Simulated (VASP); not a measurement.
# KCl in VASP: a series of runs, part 2 of 2

VASP 6.6.1. Earlier steps stand in the parts before.

**5. Single point, r2SCAN (epitaxial xy strain -0.5%)**

File POSCAR:

```
KCl
1.0
    3.7519353303      0.0000000000      0.0000000000
    0.0000000000      3.7519353303      0.0000000000
    0.0000000000      0.0000000000      3.7760141452
K Cl
1 1
Direct
    0.0000000000      0.0000000000      0.0000000000
    0.5000000000      0.5000000000      0.5000000000
```

File INCAR.step1:

```
SYSTEM = KCl
ALGO = Normal
EDIFF = 1E-4
ENCUT = 520
GGA = PE
ISMEAR = 0
LASPH = .TRUE.
LCHARG = .FALSE.
LREAL = .FALSE.
LWAVE = .TRUE.
NBANDS = 15
NELM = 100
PREC = Accurate
SIGMA = 0.01
```

File INCAR.step2:

```
SYSTEM = KCl
ALGO = Normal
EDIFF = 1E-7
ENCUT = 520
ISIF = 2
ISMEAR = 0
ISTART = 1
LASPH = .TRUE.
LCHARG = .FALSE.
LMIXTAU = .TRUE.
LREAL = .FALSE.
LWAVE = .FALSE.
METAGGA = R2SCAN
NBANDS = 15
NELM = 100
PREC = Accurate
SIGMA = 0.01
```

File KPOINTS:

```
k-points
0
G
  8 8 8
  0 0 0
```

Potentials or basis: VASP PAW PBE potentials, release 64 (K_sv, Cl).

Run with:

```
$ cat potpaw_PBE.64/K_sv/POTCAR potpaw_PBE.64/Cl/POTCAR > POTCAR
$ cp INCAR.step1 INCAR
$ mpirun -np 1 vasp_std > vasp.out
$ cp INCAR.step2 INCAR
$ mpirun -np 1 vasp_std > vasp.out
```

OUTCAR:

```text
SYSTEM = KCl
   EDIFF = 1E-7
   ENCUT = 520
   ISIF = 2
   ISMEAR = 0
   ISTART = 1
   LASPH = .TRUE.
   LREAL = .FALSE.
   METAGGA = R2SCAN
   NELM = 100
   PREC = Accurate

 ion  position               nearest neighbor table
   1  0.000  0.000  0.000-
   2  0.500  0.500  0.500-

  LATTYP: Found a simple tetragonal cell.
 ALAT       =     3.7519353303
 C/A-ratio  =     1.0064177052

  Lattice vectors:

 A1 = (   3.7519353303,   0.0000000000,   0.0000000000)
 A2 = (   0.0000000000,   3.7519353303,   0.0000000000)
 A3 = (   0.0000000000,   0.0000000000,   3.7760141452)

Analysis of symmetry for initial positions (statically):
=====================================================================
 Subroutine PRICEL returns:
 Original cell was already a primitive cell.

 Routine SETGRP: Setting up the symmetry group for a
 simple tetragonal supercell.

 Subroutine GETGRP returns: Found 16 space group operations
 (whereof 16 operations were pure point group operations)
 out of a pool of 16 trial point group operations.

[... 167 lines left out ...]
 fundamental gap:      5.8401440677
 Fermi energy:        -0.8563861929

 k-point     1 :       0.0000    0.0000    0.0000
  band No.  band energies     occupation
      1     -29.9844      2.00000
      2     -14.1644      2.00000
      3     -12.5934      2.00000
      4     -12.5901      2.00000
      5     -12.5901      2.00000
      6      -1.1543      2.00000
      7      -1.1167      2.00000
      8      -1.1167      2.00000
      9       4.9388      0.00000
     10       6.1556      0.00000
     11       6.1852      0.00000
     12      10.6973      0.00000
     13      10.6973      0.00000
     14      10.7444      0.00000
[... 401 lines left out ...]
      2     -14.2145      2.00000
      3     -12.5994      2.00000
      4     -12.5879      2.00000
      5     -12.5382      2.00000
      6      -2.6831      2.00000
      7      -1.3667      2.00000
      8      -1.2585      2.00000
      9       7.7271      0.00000
     10       8.0257      0.00000
     11       8.1139      0.00000
     12       9.6850      0.00000
     13      10.2241      0.00000
     14      10.3846      0.00000
     15      11.6739      0.00000

 [... further k-points ...]
[... 5 lines left out ...]
  --------------------------------------------------------------------------------------
  -------------------------------------------------------------------------------------
  Total        0.0883677      0.0883677     -0.0125323      0.0000000      0.0000000      0.0000000
  in kB        2.6635449      2.6635449     -0.3777442      0.0000000      0.0000000      0.0000000
  external PRESSURE =       1.6497819 kB  Pullay stress =       0.0000000 kB

 VOLUME and BASIS-vectors are now :
 -----------------------------------------------------------------------------
  energy-cutoff  :      520.00
  volume of cell :       53.16
      direct lattice vectors                 reciprocal lattice vectors
     3.751935330  0.000000000  0.000000000     0.266529114  0.000000000  0.000000000
     0.000000000  3.751935330  0.000000000     0.000000000  0.266529114  0.000000000
     0.000000000  0.000000000  3.776014145     0.000000000  0.000000000  0.264829516

 POSITION                                       TOTAL-FORCE (eV/Angst)
 -----------------------------------------------------------------------------------
      0.00000      0.00000      0.00000         0.000000      0.000000      0.000000
      1.87597      1.87597      1.88801         0.000000      0.000000      0.000000
 -----------------------------------------------------------------------------------
    total drift:                               -0.000000      0.000000      0.000000

  FREE ENERGIE OF THE ION-ELECTRON SYSTEM (eV)
  ---------------------------------------------------
  free  energy   TOTEN  =       -16.4070421637 eV

  energy  without entropy=      -16.4070421637  energy(sigma->0) =      -16.40704216
```

OSZICAR.step1:

```text
N       E                     dE             d eps       ncg     rms          rms(c)
DAV:   1     0.103918990551E+03    0.10392E+03   -0.73341E+03  2250   0.977E+02
DAV:   2    -0.136387443216E+01   -0.10528E+03   -0.97687E+02  3048   0.244E+02
DAV:   3    -0.678458668010E+01   -0.54207E+01   -0.53953E+01  3135   0.490E+01
DAV:   4    -0.693958791323E+01   -0.15500E+00   -0.15498E+00  3249   0.771E+00
DAV:   5    -0.694094111844E+01   -0.13532E-02   -0.13532E-02  3262   0.762E-01    0.313E+00
DAV:   6    -0.667156835531E+01    0.26937E+00   -0.28830E-01  2810   0.323E+00    0.262E+00
DAV:   7    -0.663894760726E+01    0.32621E-01   -0.88489E-02  3041   0.198E+00    0.156E+00
DAV:   8    -0.664097276039E+01   -0.20252E-02   -0.16323E-02  3074   0.999E-01    0.212E-01
DAV:   9    -0.664098460407E+01   -0.11844E-04   -0.73436E-04  3084   0.189E-01
   1 F= -.66409846E+01 E0= -.66409846E+01  d E =-.635643-102
```

Wall time 2 min (1 thread of Intel Xeon Platinum 8488C (Sapphire Rapids), shared host); peak memory 0.2 GiB.

What came out:

```yaml
Free_energy: -16.4070 eV
Pressure: 0.2 GPa
Band_gap_on_the_k_mesh: 5.84 eV, indirect (least direct gap 6.06 eV)
```

Stress tensor (GPa, compression positive):
```
 0.27  0.00  0.00
 0.00  0.27  0.00
 0.00  0.00 -0.04
```

Levels at points of the mesh, in eV from the valence-band top:
| k point | band 4 | band 5 | band 6 | band 7 | band 8 | band 9 | band 10 | band 11 | band 12 | band 13 |
| --- | --- | --- | --- | --- | --- | --- | --- | --- | --- | --- |
| (0.00, 0.00, 0.00) | -11.69 | -11.69 | -0.25 | -0.22 | -0.22 | 5.84 | 7.06 | 7.09 | 11.60 | 11.60 |
| (0.50, 0.00, 0.00) | -11.65 | -11.56 | -1.94 | -0.27 | -0.23 | 8.56 | 8.77 | 9.38 | 10.82 | 11.52 |
| (0.50, 0.50, 0.00) | -11.96 | -11.62 | -1.32 | -1.32 | -0.03 | 6.87 | 8.05 | 9.68 | 9.68 | 12.77 |
| (0.00, 0.00, 0.50) | -11.65 | -11.54 | -1.94 | -0.24 | -0.24 | 8.54 | 8.77 | 9.33 | 10.84 | 11.57 |
| (0.50, 0.00, 0.50) | -11.95 | -11.62 | -1.33 | -1.31 | 0.00 | 6.85 | 8.10 | 9.73 | 9.76 | 12.73 |
| (0.50, 0.50, 0.50) | -11.89 | -11.88 | -1.49 | -1.49 | -1.48 | 9.67 | 9.70 | 9.70 | 10.95 | 11.01 |

Caveat: the cell differs from its parent crystal (epitaxial xy strain -0.5%); the PAW data sets were made with another functional, which shifts forces and pressure a little. A k mesh can miss the band edges.

**6. Single point, r2SCAN (shear xy strain +1.4%)**

File POSCAR:

```
KCl
1.0
    3.7711682885      0.0269638533      0.0000000000
    0.0269638533      3.7711682885      0.0000000000
    0.0000000000      0.0000000000      3.7711682885
K Cl
1 1
Direct
    0.0000000000      0.0000000000      0.0000000000
    0.5000000000      0.5000000000      0.5000000000
```

File INCAR.step1:

```
  PREC = Accurate
  ENCUT = 520
  ISMEAR = 0
  SIGMA = 0.01
  LREAL = F
  LASPH = T
  NELM = 80
  NBANDS = 15
  GGA = PE
  ALGO = Normal
  EDIFF = 1E-4
  LWAVE = T
  LCHARG = F
```

File INCAR.step2:

```
  PREC = Accurate
  ENCUT = 520
  EDIFF = 1E-7
  ISMEAR = 0
  SIGMA = 0.01
  LREAL = F
  LASPH = T
  NELM = 80
  ALGO = Normal
  ISIF = 2
  LWAVE = F
  LCHARG = T
  METAGGA = R2SCAN
  LMIXTAU = T
  LELF = T
  LVHAR = T
  NBANDS = 15
  ISTART = 1
```

File KPOINTS:

```
regular mesh
0
Gamma
  8 8 8
```

Potentials or basis: VASP PAW PBE potentials, release 64 (K_sv, Cl).

Run with:

```
$ cat potpaw_PBE.64/K_sv/POTCAR potpaw_PBE.64/Cl/POTCAR > POTCAR
$ cp INCAR.step1 INCAR
$ mpirun -np 1 vasp_std > vasp.out
$ cp INCAR.step2 INCAR
$ mpirun -np 1 vasp_std > vasp.out
```

Run time: 2.9 min. Hardware: 1 thread of Intel Xeon Platinum 8488C (Sapphire Rapids), shared host; peak memory 0.22 GiB.

It converged, with:

| Property | Result |
| --- | --- |
| Free energy | -16.4074 eV |
| Pressure | 0.0 GPa |
| Band gap on the k mesh | 5.81 eV, indirect (least direct gap 6.02 eV) |

Stress tensor (GPa, compression positive):
```
-0.04 -0.12  0.00
-0.12 -0.04  0.00
 0.00  0.00 -0.04
```

Levels at points of the mesh, in eV from the valence-band top:
```csv
k point,band 6,band 7,band 8,band 9,band 10,band 11
"(0.00, 0.00, 0.00)",-0.22,-0.22,-0.21,5.81,7.09,7.09
"(0.50, 0.00, 0.00)",-1.90,-0.23,-0.23,8.56,8.73,9.32
"(0.50, 0.50, 0.00)",-1.31,-1.28,0.00,6.86,8.09,9.72
"(0.00, 0.00, 0.50)",-1.90,-0.26,-0.21,8.56,8.74,9.32
"(0.50, 0.00, 0.50)",-1.30,-1.30,0.00,6.86,8.08,9.73
"(0.50, 0.50, 0.50)",-1.46,-1.45,-1.45,9.59,9.67,9.75
```

Caveat: the cell differs from its parent crystal (shear xy strain +1.4%); the PAW data sets were made with another functional, which shifts forces and pressure a little. A k mesh can miss the band edges.

**7. The runs side by side**

```tsv
level	cell	smearing	gap on the mesh (eV)	pressure (GPa)
PBE	a = 3.555, b = 3.555, c = 3.771 Å, 2 atoms	fermi-dirac 0.02 eV	5.40	4.8
PBE	a = 3.752, b = 3.752, c = 3.776 Å, 2 atoms	fermi-dirac 0.02 eV	5.06	1.3
r2SCAN	a = 3.555, b = 3.555, c = 3.771 Å, 2 atoms	gaussian 0.01 eV	6.17	3.6
r2SCAN	a = 3.752, b = 3.752, c = 3.776 Å, 2 atoms	gaussian 0.01 eV	5.84	0.2
r2SCAN	a = 3.771 Å, angles 90.0, 90.0, 89.2°, 2 atoms	gaussian 0.01 eV	5.81	0.0
```

Alike in all rows: task single point; potentials or basis VASP PAW PBE potentials, release 64 (K_sv, Cl); no spin polarisation; k mesh 8 × 8 × 8; cutoff (eV) 520.

Caveats: the PAW data sets were made with another functional, which shifts forces and pressure a little (some runs).

Absolute energies hang on the potentials; compare differences alone.
